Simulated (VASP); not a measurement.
# Pt (Fm-3m) in VASP: notebook, part 2 of 2

VASP 6.6.1. Earlier steps stand in the parts before.

## (4) Relaxation of cell and atoms, PBEsol, target pressure 15 GPa, at which the enthalpy is minimised

This run uses another cell than the first one, of 15.08 Å³/atom, 1.004 times its volume.

Input file INCAR:

```
  ALGO = Normal
  EDIFF = 1E-6
  EDIFFG = -0.02
  ENCUT = 600
  GGA = PS
  IBRION = 2
  ISIF = 3
  ISMEAR = 0
  LASPH = T
  LCHARG = F
  LREAL = F
  LWAVE = F
  NELM = 60
  NSW = 80
  PREC = Accurate
  PSTRESS = 150.0
  SIGMA = 0.1
```

Input file KPOINTS:

```
k-points
0
Gamma
  11 11 11
```

Input file POSCAR:

```
Pt
1.0
    0.0000000000      1.9609000000      1.9609000000
    1.9609000000      0.0000000000      1.9609000000
    1.9609000000      1.9609000000      0.0000000000
Pt
1
Direct
    0.0000000000      0.0000000000      0.0000000000
```

Potentials or basis: VASP PAW PBE potentials, release 64 (Pt).

Started as:

```
> cat potpaw_PBE.64/Pt/POTCAR > POTCAR
> mpirun -np 1 vasp_std > vasp.out
```

OUTCAR:

```text
EDIFF = 1E-6
   EDIFFG = -0.02
   ENCUT = 600
   GGA = PS
   IBRION = 2
   ISIF = 3
   ISMEAR = 0
   LASPH = T
   LREAL = F
   NELM = 60
   NSW = 80
   PREC = Accurate
   PSTRESS = 150.0

 ion  position               nearest neighbor table
   1  0.000  0.000  0.000-

  LATTYP: Found a face centered cubic cell.
 ALAT       =     3.9218000000

  Lattice vectors:

 A1 = (   0.0000000000,   1.9609000000,   1.9609000000)
 A2 = (   1.9609000000,   0.0000000000,   1.9609000000)
 A3 = (   1.9609000000,   1.9609000000,   0.0000000000)

Analysis of symmetry for initial positions (statically):
=====================================================================
[... 324 lines left out ...]
  ext. energy  EPLUGINS =         0.00000000
  ---------------------------------------------------
  free energy    TOTEN  =        -6.94656326 eV

  energy without entropy =       -6.93623935  energy(sigma->0) =       -6.94140131

 E-fermi :  12.0514     XC(G=0): -13.9304

 val. band max:       12.0398670944   @ k =  -0.3636   0.3636   0.0909
 cond. band min:      12.0513952483   @ k =  -0.4545   0.1818   0.0000
 fundamental gap:      0.0115281539
 Fermi energy:        12.0513667718

 k-point     1 :       0.0000    0.0000    0.0000
  band No.  band energies     occupation
      1       1.2186      2.00000
      2       7.9617      2.00000
      3       7.9617      2.00000
      4       7.9617      2.00000
      5      10.3301      2.00000
      6      10.3301      2.00000
      7      26.5653      0.00000
      8      31.8161      0.00000
      9      31.8161      0.00000
[... 265 lines left out ...]
 k-point    24 :      -0.1818    0.1818    0.0000
  band No.  band energies     occupation
      1       4.2890      2.00000
      2       6.9622      2.00000
      3       8.1640      2.00000
      4       9.2357      2.00000
      5       9.3092      2.00000
      6      12.0032      1.50412
      7      25.8412      0.00000
      8      28.6370      0.00000
      9      31.3402      0.00000

 [... further k-points ...]
[... 5 lines left out ...]
  --------------------------------------------------------------------------------------
  -------------------------------------------------------------------------------------
  Total        1.3416908      1.3416908      1.3416908     -0.0000000      0.0000000      0.0000000
  in kB      149.9407847    149.9407847    149.9407847     -0.0000000      0.0000000      0.0000000
  external PRESSURE =      -0.0592153 kB  Pullay stress =     150.0000000 kB
[... 20 lines left out ...]
  energy  without entropy=       -6.9362393550  energy(sigma->0) =       -6.94140131

  enthalpy is  TOTEN    =        -5.6043425463 eV   P V=        1.3422207146

 reached required accuracy - stopping structural energy minimisation
```

OSZICAR:

```text
N       E                     dE             d eps       ncg     rms          rms(c)
DAV:   1     0.415749033278E+02    0.41575E+02   -0.61035E+03  1024   0.117E+03
DAV:   2    -0.698954504450E+01   -0.48564E+02   -0.47092E+02  1050   0.200E+02
DAV:   3    -0.743272519371E+01   -0.44318E+00   -0.43785E+00  1186   0.200E+01
DAV:   4    -0.743429723809E+01   -0.15720E-02   -0.15720E-02  1148   0.120E+00
[... 35 lines left out ...]
       N       E                     dE             d eps       ncg     rms          rms(c)
DAV:   1    -0.694664368474E+01    0.12621E-02   -0.19883E-03  1021   0.486E-01    0.703E-02
DAV:   2    -0.694656805209E+01    0.75633E-04   -0.20738E-04  1014   0.131E-01    0.287E-02
DAV:   3    -0.694656263060E+01    0.54215E-05   -0.27560E-05  1043   0.451E-02    0.131E-02
DAV:   4    -0.694656326088E+01   -0.63028E-06   -0.89620E-07   886   0.758E-03
   5 F= -.56043425E+01 E0= -.55991806E+01  d E =-.401642E-01
```

CONTCAR:

```text
Pt
   1.00000000000000
     0.0000000000000000    1.9281364064058315    1.9281364064058315
     1.9281364064058315   -0.0000000000000000    1.9281364064058315
     1.9281364064058315    1.9281364064058315   -0.0000000000000000
  Pt
     1
Direct
     0.0000000000000000    0.0000000000000000    0.0000000000000000

  0.00000000E+00  0.00000000E+00  0.00000000E+00
```

Wall time 20 s (1 thread of AMD EPYC 9R14 (Zen 4), shared host); peak memory 0.12 GiB.

Results:

```
Free energy                                            : -6.9466 eV
Relaxed volume                                         : 14.34 Å³/atom
Relaxed cell                                           : a = 2.727 Å, b = 2.727 Å, c = 2.727 Å, α = 60.00°, β = 60.00°, γ = 60.00°
Space group after relaxing (to 0.05 Å)                 : Fm-3m (No. 225)
Energy change on relaxing (the enthalpy is what falls) : +29.4 meV/atom
Ionic steps                                            : 5
Pressure after relaxing                                : 15.0 GPa
Band gap on the k mesh                                 : zero (band 5 reaches 12.54 eV, above the bottom of band 6 at 10.23 eV)
```

Step by step:
```
step  energy change (eV)  largest force (eV/Å)  pressure (GPa)  volume (Å³)
   1              0.0000                0.0000           -1.44        15.08
   2              0.9129                0.0000          121.22        11.95
   3              0.0245                0.0000           13.59        14.39
   4              0.0281                0.0000           14.63        14.35
   5              0.0294                0.0000           14.99        14.34
```

Final structure:
```yaml
crystal:
  lattice:
    - [0.00000, 1.92814, 1.92814]
    - [1.92814, 0.00000, 1.92814]
    - [1.92814, 1.92814, 0.00000]
  atoms:
    - { symbol: Pt, position: [0.00000, 0.00000, 0.00000] }
```

Caveat: the cell is relaxed towards a set pressure, so the enthalpy falls and the energy may rise; the PAW data sets were made with another functional, which shifts forces and pressure a little; spin-orbit coupling is left out, which moves the levels of the heavy elements.

## (5) Relaxation of cell and atoms, PBEsol, target pressure 30 GPa, at which the enthalpy is minimised

This run uses another cell than the first one, of 15.08 Å³/atom, 1.004 times its volume.

Input file INCAR:

```
SYSTEM = Pt
ALGO     = Normal         ! electronic algorithm
EDIFF    = 1E-7           ! SCF threshold, eV
EDIFFG   = -0.02          ! ionic threshold
ENCUT    = 600            ! plane-wave cutoff, eV
GGA      = PS             ! functional
IBRION   = 2              ! ionic algorithm
ISIF     = 3              ! what is computed and relaxed
ISMEAR   = 0              ! smearing method
LASPH    = .True.         ! aspherical terms in the spheres
LCHARG   = .False.        ! write CHGCAR
LREAL    = .False.        ! projectors in reciprocal space
LWAVE    = .False.        ! write WAVECAR
NELM     = 60             ! most SCF steps
NSW      = 80             ! ionic steps
PREC     = Accurate       ! precision mode
PSTRESS  = 300.0        
SIGMA    = 0.1            ! smearing width, eV
```

Input file KPOINTS:

```
k-points
0
Gamma
  11 11 11
  0 0 0
```

POSCAR is that of step 4.

Started as:

```
> cat potpaw_PBE.64/Pt/POTCAR > POTCAR
> mpirun -np 1 vasp_std > vasp.out
```

It took 25 s on 1 thread of AMD EPYC 9R14 (Zen 4), shared host; peak memory 0.14 GiB.

The run converged. Its results:

```yaml
Free_energy: -6.8743 eV
Relaxed_volume: 13.82 Å³/atom
Relaxed_cell: a = 2.693 Å, b = 2.693 Å, c = 2.693 Å, α = 60.00°, β = 60.00°, γ = 60.00°
Space_group_after_relaxing_to_0.05_Å: Fm-3m (No. 225)
Energy_change_on_relaxing_the_enthalpy_is_what_falls: +101.7 meV/atom
Ionic_steps: 5
Pressure_after_relaxing: 30.0 GPa
Band_gap_on_the_k_mesh: zero (band 5 reaches 13.35 eV, above the bottom of band 6 at 10.88 eV)
```

The path:
```
step  energy change (eV)  largest force (eV/Å)  pressure (GPa)  volume (Å³)
   1              0.0000                0.0000           -1.44        15.08
   2              4.7331                0.0000          435.32         9.50
   3              0.0692                0.0000           24.07        14.01
   4              0.0864                0.0000           27.33        13.90
   5              0.1017                0.0000           30.02        13.82
```

Final structure:
```
CELL_PARAMETERS angstrom
0.00000 1.90450 1.90450
1.90450 0.00000 1.90450
1.90450 1.90450 0.00000
ATOMIC_POSITIONS crystal
Pt 0.00000 0.00000 0.00000
```

Levels at points of the mesh, in eV from the Fermi level:
| k point | band 1 | band 2 | band 3 | band 4 | band 5 | band 6 | band 7 | band 8 | band 9 |
| --- | --- | --- | --- | --- | --- | --- | --- | --- | --- |
| (0.00, 0.00, 0.00) | -11.28 | -4.34 | -4.34 | -4.34 | -1.83 | -1.83 | 14.37 | 19.84 | 19.84 |

Caveat: the cell is relaxed towards a set pressure, so the enthalpy falls and the energy may rise; the PAW data sets were made with another functional, which shifts forces and pressure a little; spin-orbit coupling is left out, which moves the levels of the heavy elements.

## (6) Relaxation of cell and atoms, PBEsol, target pressure 45 GPa, at which the enthalpy is minimised

This run uses another cell than the first one, of 15.08 Å³/atom, 1.004 times its volume.

Input file INCAR:

```
SYSTEM = Pt
PREC = Accurate
ENCUT = 600
EDIFF = 1E-6
ISMEAR = 0
SIGMA = 0.1
LREAL = .False.
LASPH = .True.
NELM = 100
ALGO = Normal
ISIF = 3
LWAVE = .False.
LCHARG = .False.
GGA = PS
IBRION = 2
NSW = 80
EDIFFG = -0.02
PSTRESS = 450.0
```

Input file KPOINTS:

```
Automatic mesh
0
Gamma
  11 11 11
  0 0 0
```

POSCAR is that of step 5.

Potentials or basis: VASP PAW PBE potentials, release 64 (Pt).

Started as:

```
> cat potpaw_PBE.64/Pt/POTCAR > POTCAR
> mpirun -np 1 vasp_std > vasp.out
```

OUTCAR:

```text
SYSTEM = Pt
   PREC = Accurate
   ENCUT = 600
   EDIFF = 1E-6
   ISMEAR = 0
   LREAL = .False.
   LASPH = .True.
   NELM = 100
   ISIF = 3
   GGA = PS
   IBRION = 2
   NSW = 80
   EDIFFG = -0.02
   PSTRESS = 450.0

 ion  position               nearest neighbor table
   1  0.000  0.000  0.000-

  LATTYP: Found a face centered cubic cell.
 ALAT       =     3.9218000000

  Lattice vectors:

 A1 = (   0.0000000000,   1.9609000000,   1.9609000000)
 A2 = (   1.9609000000,   0.0000000000,   1.9609000000)
 A3 = (   1.9609000000,   1.9609000000,   0.0000000000)

Analysis of symmetry for initial positions (statically):
=====================================================================
 Subroutine PRICEL returns:
 Original cell was already a primitive cell.

 Routine SETGRP: Setting up the symmetry group for a
 face centered cubic supercell.

 Subroutine GETGRP returns: Found 48 space group operations
 (whereof 48 operations were pure point group operations)
 out of a pool of 48 trial point group operations.

The static configuration has the point symmetry O_h .

Analysis of symmetry for dynamics (positions and initial velocities):
=====================================================================
 Subroutine PRICEL returns:
 Original cell was already a primitive cell.

 Routine SETGRP: Setting up the symmetry group for a
 face centered cubic supercell.

 Subroutine GETGRP returns: Found 48 space group operations
 (whereof 48 operations were pure point group operations)
 out of a pool of 48 trial point group operations.

The dynamic configuration has the point symmetry O_h .

 Subroutine INISYM returns: Found 48 space group operations
 (whereof 48 operations are pure point group operations),
 and found     1 'primitive' translations

----------------------------------------------------------------------------------------

[... 131 lines left out ...]

 number of electron      10.0000000 magnetization

 Free energy of the ion-electron system (eV)
  ---------------------------------------------------
  ext. energy  EPLUGINS =         0.00000000
  ---------------------------------------------------
  free energy    TOTEN  =        -6.97599076 eV

  energy without entropy =       -6.96465771  energy(sigma->0) =       -6.97032424

------------------------ aborting loop because EDIFF is reached ----------------------------------------

  FORCE on cell =-STRESS in cart. coord.  units (eV):
  Direction    XX          YY          ZZ          XY          YZ          ZX
  --------------------------------------------------------------------------------------
  -------------------------------------------------------------------------------------
  Total       -0.1351092     -0.1351092     -0.1351092      0.0000000     -0.0000000     -0.0000000
  in kB      -14.3548620    -14.3548620    -14.3548620      0.0000000     -0.0000000     -0.0000000
  external PRESSURE =    -464.3548620 kB  Pullay stress =     450.0000000 kB
[... 94 lines left out ...]
  energy  without entropy=       -6.8623623833  energy(sigma->0) =       -6.86716020

  enthalpy is  TOTEN    =        -2.9950688855 eV   P V=        3.8768891353

[... ionic steps 4 to 11 ...]

--------------------------------------- Ionic step       12  -------------------------------------------

 number of electron       9.9999999 magnetization

------------------------ aborting loop because EDIFF is reached ----------------------------------------
[... 69 lines left out ...]
--------------------------------------- Ionic step       14  -------------------------------------------

 number of electron       9.9999999 magnetization

 Free energy of the ion-electron system (eV)
  ---------------------------------------------------
  ext. energy  EPLUGINS =         0.00000000
  ---------------------------------------------------
  free energy    TOTEN  =        -6.77686043 eV

  energy without entropy =       -6.76782126  energy(sigma->0) =       -6.77234084

 E-fermi :  13.4907     XC(G=0): -14.3385

 val. band max:       13.4782167993   @ k =  -0.3636   0.3636   0.0909
 cond. band min:      13.4952131576   @ k =  -0.4545   0.1818   0.0000
 fundamental gap:      0.0169963583
 Fermi energy:        13.4906593189

 k-point     1 :       0.0000    0.0000    0.0000
  band No.  band energies     occupation
      1       1.8288      2.00000
      2       8.9228      2.00000
      3       8.9228      2.00000
      4       8.9228      2.00000
      5      11.5677      2.00000
      6      11.5677      2.00000
      7      27.7312      0.00000
      8      33.3815      0.00000
      9      33.3815      0.00000
[... 265 lines left out ...]
 k-point    24 :      -0.1818    0.1818    0.0000
  band No.  band energies     occupation
      1       5.0801      2.00000
      2       7.8082      2.00000
      3       9.1290      2.00000
      4      10.3301      2.00000
      5      10.4021      2.00000
      6      13.4321      1.59243
      7      27.6628      0.00000
      8      30.7780      0.00000
      9      33.1382      0.00000

 [... further k-points ...]
[... 5 lines left out ...]
  --------------------------------------------------------------------------------------
  -------------------------------------------------------------------------------------
  Total        3.7431425      3.7431425      3.7431425      0.0000000      0.0000000     -0.0000000
  in kB      447.6975085    447.6975085    447.6975085      0.0000000      0.0000000     -0.0000000
  external PRESSURE =      -2.3024915 kB  Pullay stress =     450.0000000 kB
[... 20 lines left out ...]
  energy  without entropy=       -6.7678212587  energy(sigma->0) =       -6.77234084

  enthalpy is  TOTEN    =        -3.0144671162 eV   P V=        3.7623933110

 reached required accuracy - stopping structural energy minimisation
```

OSZICAR:

```text
N       E                     dE             d eps       ncg     rms          rms(c)
DAV:   1     0.415749033278E+02    0.41575E+02   -0.61035E+03  1024   0.117E+03
DAV:   2    -0.698954504450E+01   -0.48564E+02   -0.47092E+02  1050   0.200E+02
DAV:   3    -0.743272519371E+01   -0.44318E+00   -0.43785E+00  1186   0.200E+01
DAV:   4    -0.743429723809E+01   -0.15720E-02   -0.15720E-02  1148   0.120E+00
[... 84 lines left out ...]
  13 F= -.30144561E+01 E0= -.30099329E+01  d E =-.166028E-04
       N       E                     dE             d eps       ncg     rms          rms(c)
DAV:   1    -0.677687110535E+01    0.14343E-02   -0.27794E-04  1018   0.185E-01    0.308E-02
DAV:   2    -0.677686120327E+01    0.99021E-05   -0.24832E-05  1020   0.467E-02    0.130E-02
DAV:   3    -0.677686042721E+01    0.77606E-06   -0.42644E-06   760   0.183E-02
  14 F= -.30144671E+01 E0= -.30099475E+01  d E =-.276313E-04
```

CONTCAR:

```text
Pt
   1.00000000000000
    -0.0000000000000000    1.8849974000590952    1.8849974000590950
     1.8849974000590952    0.0000000000000001    1.8849974000590950
     1.8849974000590952    1.8849974000590952   -0.0000000000000000
  Pt
     1
Direct
     0.0000000000000000    0.0000000000000000    0.0000000000000000

  0.00000000E+00  0.00000000E+00  0.00000000E+00
```

Run time: 37 s. Hardware: 1 thread of AMD EPYC 9R14 (Zen 4), shared host; peak memory 0.14 GiB.

What came out:

| Quantity | Value |
| --- | --- |
| Free energy | -6.7769 eV |
| Relaxed volume | 13.40 Å³/atom |
| Relaxed cell | a = 2.666 Å, b = 2.666 Å, c = 2.666 Å, α = 60.00°, β = 60.00°, γ = 60.00° |
| Space group after relaxing (to 0.05 Å) | Fm-3m (No. 225) |
| Energy change on relaxing (the enthalpy is what falls) | +199.1 meV/atom |
| Ionic steps | 14 |
| Pressure after relaxing | 44.8 GPa |
| Band gap on the k mesh | zero (band 5 reaches 14.05 eV, above the bottom of band 6 at 11.44 eV) |

The path:
| step | energy change (eV) | largest force (eV/Å) | pressure (GPa) | volume (Å³) |
| --- | --- | --- | --- | --- |
| 1 | 0.0000 | 0.0000 | -1.44 | 15.08 |
| 2 | 14.6251 | 0.0000 | 1216.18 | 7.41 |
| 3 | 0.1040 | 0.0000 | 30.41 | 13.80 |
| 4 | 0.1404 | 0.0000 | 36.29 | 13.63 |
| 5 | 0.2028 | 0.0000 | 45.27 | 13.38 |
| 6 | 0.1937 | 0.0000 | 44.04 | 13.42 |
| 7 | 0.1943 | 0.0000 | 44.11 | 13.41 |
| 8 | 0.1963 | 0.0000 | 44.37 | 13.41 |
| 9 | 0.1963 | 0.0000 | 44.38 | 13.41 |
| 10 | 0.1964 | 0.0000 | 44.38 | 13.41 |
| 11 | 0.1966 | 0.0000 | 44.40 | 13.40 |
| 12 | 0.1970 | 0.0000 | 44.42 | 13.40 |
| 13 | 0.1977 | 0.0000 | 44.57 | 13.40 |
| 14 | 0.1991 | 0.0000 | 44.77 | 13.40 |

Final structure:
```xyz
1
Lattice="0.0000 1.8850 1.8850 1.8850 0.0000 1.8850 1.8850 1.8850 0.0000" Properties=species:S:1:pos:R:3 pbc="T T T"
Pt    0.0000    0.0000    0.0000
```

Caveat: the cell is relaxed towards a set pressure, so the enthalpy falls and the energy may rise; the PAW data sets were made with another functional, which shifts forces and pressure a little; spin-orbit coupling is left out, which moves the levels of the heavy elements.

## (7) Summary

```csv
task,cell,cutoff (eV),gap on the mesh (eV),pressure (GPa)
single point,"a = 2.770 Å, angles 60.0°, 1 atom",520,none,-0.4
relaxation of cell and atoms,"relaxed from a = 2.773 Å, angles 60.0°, 1 atom",600,none,0.0
relaxation of cell and atoms,"relaxed to 15 GPa from a = 2.773 Å, angles 60.0°, 1 atom",600,none,15.0
relaxation of cell and atoms,"relaxed to 30 GPa from a = 2.773 Å, angles 60.0°, 1 atom",600,none,30.0
relaxation of cell and atoms,"relaxed to 45 GPa from a = 2.773 Å, angles 60.0°, 1 atom",600,none,44.8
```

Alike in all rows: level PBEsol; potentials or basis VASP PAW PBE potentials, release 64 (Pt); no spin polarisation; k mesh 11 × 11 × 11; smearing gaussian 0.1 eV.

Caveats: the PAW data sets were made with another functional, which shifts forces and pressure a little; spin-orbit coupling is left out, which moves the levels of the heavy elements; the cell is relaxed towards a set pressure, so the enthalpy falls and the energy may rise (some runs).

Total energies depend on the potentials used, so only differences within one code and one set of settings carry meaning.
